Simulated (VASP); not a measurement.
# LiH (P6_3/mmc) in VASP: settings compared, part 2 of 2

VASP 6.6.1. The steps go on from the part before.

### 6 Relaxation of cell and atoms, PBEsol

INCAR

```
SYSTEM = LiH
PREC = Accurate
ENCUT = 600
EDIFF = 1E-6
ISMEAR = -1
SIGMA = 0.02
LREAL = .False.
LASPH = .True.
NELM = 80
ALGO = Normal
ISIF = 3
LWAVE = .False.
LCHARG = .False.
GGA = PS
IBRION = 2
NSW = 80
EDIFFG = -0.005
```

KPOINTS

```
regular mesh
0
Gamma
  12 12 6
  0 0 0
```

POSCAR

```
LiH
1.0
    3.2531951112      0.0000000000      0.0000000000
   -1.6265975557      2.8173496098      0.0000000000
    0.0000000000      0.0000000000      4.0724213422
Li H
2 2
Direct
    0.3333333333      0.6666666667      0.2500000000
    0.6666666667      0.3333333333      0.7500000000
    0.6666666667      0.3333333333      0.2500000000
    0.3333333333      0.6666666667      0.7500000000
```

Potentials or basis: VASP PAW PBE potentials, release 64 (Li_sv, H).

On the command line:

```
cat potpaw_PBE.64/Li_sv/POTCAR potpaw_PBE.64/H/POTCAR > POTCAR
mpirun -np 1 vasp_std > vasp.out
```

OUTCAR:

```text
SYSTEM = LiH
   PREC = Accurate
   ENCUT = 600
   EDIFF = 1E-6
   ISMEAR = -1
   LREAL = .False.
   LASPH = .True.
   NELM = 80
   ISIF = 3
   GGA = PS
   IBRION = 2
   NSW = 80
   EDIFFG = -0.005

 ion  position               nearest neighbor table
   1  0.333  0.667  0.250-
   2  0.667  0.333  0.750-
   3  0.667  0.333  0.250-
   4  0.333  0.667  0.750-

  LATTYP: Found a hexagonal cell.
 ALAT       =     3.2531951112
 C/A-ratio  =     1.2518220405

  Lattice vectors:

 A1 = (   3.2531951112,   0.0000000000,   0.0000000000)
 A2 = (  -1.6265975557,   2.8173496098,   0.0000000000)
 A3 = (   0.0000000000,   0.0000000000,   4.0724213422)

Analysis of symmetry for initial positions (statically):
=====================================================================
 Subroutine PRICEL returns:
 Original cell was already a primitive cell.

 Routine SETGRP: Setting up the symmetry group for a
 hexagonal supercell.

 Subroutine GETGRP returns: Found 24 space group operations
[... 177 lines left out ...]
  Direction    XX          YY          ZZ          XY          YZ          ZX
  --------------------------------------------------------------------------------------
  -------------------------------------------------------------------------------------
  Total       -0.1467441     -0.1467441     -0.1738309      0.0000000      0.0000000      0.0000000
  in kB       -6.2989449     -6.2989449     -7.4616341      0.0000000      0.0000000      0.0000000
  external PRESSURE =      -6.6865080 kB  Pullay stress =       0.0000000 kB
[... 63 lines left out ...]
--------------------------------------- Ionic step        3  -------------------------------------------

 number of electron       7.9999994 magnetization

 Free energy of the ion-electron system (eV)
  ---------------------------------------------------
  ext. energy  EPLUGINS =         0.00000000
  ---------------------------------------------------
  free energy    TOTEN  =       -12.09706994 eV

  energy without entropy =      -12.09706994  energy(sigma->0) =      -12.09706994

 E-fermi :   0.5392     XC(G=0):  -8.0828

 val. band max:       -0.0006032949   @ k =   0.0000   0.0000   0.0000
 cond. band min:       1.5116073472   @ k =   0.3333   0.3333   0.0000
 fundamental gap:      1.5122106420
 Fermi energy:         0.5391519773

 k-point     1 :       0.0000    0.0000    0.0000
  band No.  band energies     occupation
      1     -44.0341      2.00000
      2     -43.9670      2.00000
      3      -5.4364      2.00000
      4      -0.0006      2.00000
      5       2.8089      0.00000
      6      10.6126      0.00000
      7      10.6126      0.00000
      8      11.3642      0.00000
[... 243 lines left out ...]
 k-point    24 :       0.3333   -0.0000    0.1667
  band No.  band energies     occupation
      1     -44.0106      2.00000
      2     -43.9773      2.00000
      3      -3.9953      2.00000
      4      -1.3642      2.00000
      5       4.3900      0.00000
      6       6.2037      0.00000
      7       7.8964      0.00000
      8       9.0031      0.00000

 [... further k-points ...]
[... 5 lines left out ...]
  --------------------------------------------------------------------------------------
  -------------------------------------------------------------------------------------
  Total        0.0021663      0.0021663     -0.0053253     -0.0000000      0.0000000      0.0000000
  in kB        0.0951155      0.0951155     -0.2338181     -0.0000000      0.0000000      0.0000000
  external PRESSURE =      -0.0145290 kB  Pullay stress =       0.0000000 kB
[... 19 lines left out ...]
  FREE ENERGIE OF THE ION-ELECTRON SYSTEM (eV)
  ---------------------------------------------------
  free  energy   TOTEN  =       -12.0970699359 eV

  energy  without entropy=      -12.0970699359  energy(sigma->0) =      -12.09706994

 reached required accuracy - stopping structural energy minimisation
```

OSZICAR:

```text
N       E                     dE             d eps       ncg     rms          rms(c)
DAV:   1     0.601581404747E+01    0.60158E+01   -0.45401E+03  1216   0.109E+03
DAV:   2    -0.107514304408E+02   -0.16767E+02   -0.16420E+02  1664   0.960E+01
[... 23 lines left out ...]
DAV:   2    -0.120976726705E+02   -0.14787E-04   -0.90044E-03  1560   0.821E-01    0.290E-01
DAV:   3    -0.120971979423E+02    0.47473E-03   -0.19854E-03  2240   0.350E-01    0.139E-01
DAV:   4    -0.120970583951E+02    0.13955E-03   -0.21545E-04  2032   0.159E-01    0.948E-03
DAV:   5    -0.120970654065E+02   -0.70113E-05   -0.22145E-05  1392   0.419E-02    0.224E-03
DAV:   6    -0.120970692140E+02   -0.38075E-05   -0.85231E-07   840   0.102E-02    0.688E-04
DAV:   7    -0.120970699359E+02   -0.72196E-06   -0.20528E-07   640   0.531E-03
   3 F= -.12097070E+02 E0= -.12097070E+02  d E =-.178672E-02
```

CONTCAR:

```text
LiH
   1.00000000000000
     3.2301646789937797    0.0000000000008174    0.0000000000000000
    -1.6150823395954741    2.7974046704481585    0.0000000000000000
     0.0000000000000000    0.0000000000000000    4.0382697605059423
  Li              H
     2     2
Direct
     0.3333333332999970    0.6666666667000030    0.2500000000000000
     0.6666666667000030    0.3333333332999970    0.7500000000000000
     0.6666666667000030    0.3333333332999970    0.2500000000000000
     0.3333333332999970    0.6666666667000030    0.7500000000000000

  0.00000000E+00  0.00000000E+00  0.00000000E+00
  0.00000000E+00  0.00000000E+00  0.00000000E+00
  0.00000000E+00  0.00000000E+00  0.00000000E+00
  0.00000000E+00  0.00000000E+00  0.00000000E+00
```

It took 48 s on 1 thread of AMD EPYC 7R13 (Zen 3), shared host; peak memory 0.14 GiB.

Results:

| Property | Result |
| --- | --- |
| Free energy | -12.0971 eV |
| Relaxed volume | 9.12 Å³/atom |
| Relaxed cell | a = 3.230 Å, b = 3.230 Å, c = 4.038 Å, α = 90.00°, β = 90.00°, γ = 120.00° |
| Space group after relaxing (to 0.1 Å) | P6_3/mmc (No. 194) |
| Energy gained by relaxing | 0.4 meV/atom |
| Ionic steps | 3 |
| Pressure after relaxing | 0.0 GPa |
| Band gap on the k mesh | 1.51 eV (least direct gap 2.81 eV) |

Step by step:
```
step  energy change (eV)  largest force (eV/Å)  pressure (GPa)  volume (Å³)
   1              0.0000                0.0000           -0.67        37.33
   2             -0.0008                0.0000           -0.51        37.12
   3             -0.0018                0.0000            0.00        36.49
```

Final structure:
```
Li H
1.0
     3.23016    0.00000    0.00000
    -1.61508    2.79740    0.00000
     0.00000    0.00000    4.03827
Li H
2 2
Direct
  0.33333 0.66667 0.25000
  0.66667 0.33333 0.75000
  0.66667 0.33333 0.25000
  0.33333 0.66667 0.75000
```

Levels at points of the mesh, in eV from the valence-band top:
```
           k point  band 1  band 2  band 3  band 4  band 5  band 6  band 7  band 8
(0.00, 0.00, 0.00)  -44.03  -43.97   -5.44    0.00    2.81   10.61   10.61   11.36
(0.50, 0.00, 0.00)  -44.00  -43.98   -2.91   -2.21    4.33    6.60    7.15    8.45
(0.00, 0.00, 0.50)  -44.00  -44.00   -3.90   -3.90    9.57    9.57   12.66   12.66
(0.50, 0.00, 0.50)  -43.99  -43.99   -2.55   -2.55    4.06    4.06    9.37    9.37
```

Caveat: the cutoff is under 1.25 times the usual one of these potentials, so pressure, stress and relaxed cells hold a basis-set (Pulay) error; the PAW data sets were made with another functional, which shifts forces and pressure a little.

### 7 Overview

| task | level | cell | k mesh | cutoff (eV) | smearing | gap on the mesh (eV) | pressure (GPa) | relaxed volume (Å³/atom) |
| --- | --- | --- | --- | --- | --- | --- | --- | --- |
| single point | PBE | a = 3.253, b = 3.253, c = 4.072 Å, angles 90.0, 90.0, 120.0°, 4 atoms | 12 × 12 × 8 | 520 | fermi-dirac 0.02 eV | 1.84 | - | - |
| single point | r2SCAN | a = 3.255, b = 3.255, c = 4.069 Å, angles 90.0, 90.0, 120.0°, 4 atoms | 12 × 12 × 6 | 520 | fermi-dirac 0.02 eV | 2.30 | - | - |
| single point | r2SCAN | a = 3.255, b = 3.255, c = 4.069 Å, angles 90.0, 90.0, 120.0°, 4 atoms | 12 × 12 × 6 | 520 | gaussian 0.01 eV | 2.30 | - | - |
| relaxation of cell and atoms | PBE | relaxed from a = 2.561, b = 2.561, c = 3.202 Å, angles 90.0, 90.0, 120.0°, 4 atoms | 12 × 12 × 8 | 600 | fermi-dirac 0.02 eV | 1.56 | 0.0 | 8.35 |
| relaxation of cell and atoms | PBEsol | relaxed from a = 3.253, b = 3.253, c = 4.072 Å, angles 90.0, 90.0, 120.0°, 4 atoms | 12 × 12 × 6 | 600 | fermi-dirac 0.02 eV | 1.51 | 0.0 | 9.12 |

Alike in all rows: potentials or basis VASP PAW PBE potentials, release 64 (Li_sv, H); no spin polarisation.

Caveats: the cutoff is under 1.25 times the usual one of these potentials, so pressure, stress and relaxed cells hold a basis-set (Pulay) error; the PAW data sets were made with another functional, which shifts forces and pressure a little (at least some runs); the volume moved by over 15 % at a fixed basis, so the end points are rough (at least some runs).

Absolute energies hang on the potentials; compare differences alone.
